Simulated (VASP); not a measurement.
A run of VASP 6.6.1 is set up as follows.

Contents of INCAR:

```
ALGO = Normal
EDIFF = 1E-6
EDIFFG = -0.01
ENCUT = 600
GGA = PE
IBRION = 2
ISIF = 3
ISMEAR = 0
LASPH = True
LCHARG = False
LREAL = False
LWAVE = False
NELM = 80
NSW = 100
PREC = Accurate
SIGMA = 0.1
```

The input KPOINTS:

```
k-points
0
Gamma
  12 12 12
```

File POSCAR:

```
LiBC3
1.0
    3.2715715701      0.0000000000      0.0000000000
    0.0000000000      3.2715715701      0.0000000000
    0.0000000000      0.0000000000      3.2624137540
Li B C
1 1 3
Direct
    0.0000000000      0.0000000000      0.8834915261
    0.5000000000      0.5000000000      0.6536736298
    0.5000000000      0.5000000000      0.1395084046
    0.0000000000      0.5000000000      0.3916632197
    0.5000000000      0.0000000000      0.3916632197
```

Potentials or basis: VASP PAW PBE potentials, release 64 (Li_sv, B, C).

The run is started by

```bash
$ cat potpaw_PBE.64/Li_sv/POTCAR potpaw_PBE.64/B/POTCAR potpaw_PBE.64/C/POTCAR > POTCAR
$ mpirun -np 1 vasp_std > vasp.out
```

Q: Predict the relaxed cell.

A: a = 3.290 Å, b = 3.290 Å, c = 3.251 Å, α = 90.00°, β = 90.00°, γ = 90.00°.

Q: Predict the space group after relaxing (to 0.05 Å).

A: P4mm (No. 99).

Q: What does it give for the relaxed volume?

A: 7.04 Å³/atom.

Q: Estimate the band gap on the k mesh.

A: Zero (band 9 reaches 10.57 eV, above the bottom of band 10 at 6.10 eV).

The path:
```tsv
step	energy change (eV)	largest force (eV/Å)	pressure (GPa)	volume (Å³)
1	0.0000	0.2357	0.70	34.92
2	-0.0024	0.2369	0.51	35.07
3	-0.0028	0.1250	0.53	35.03
4	-0.0038	0.0474	0.03	35.20
5	-0.0038	0.0124	0.13	35.17
6	-0.0038	0.0050	-0.01	35.20
```

Caveat: the cutoff is under 1.25 times the usual one of these potentials, so pressure, stress and relaxed cells hold a basis-set (Pulay) error.
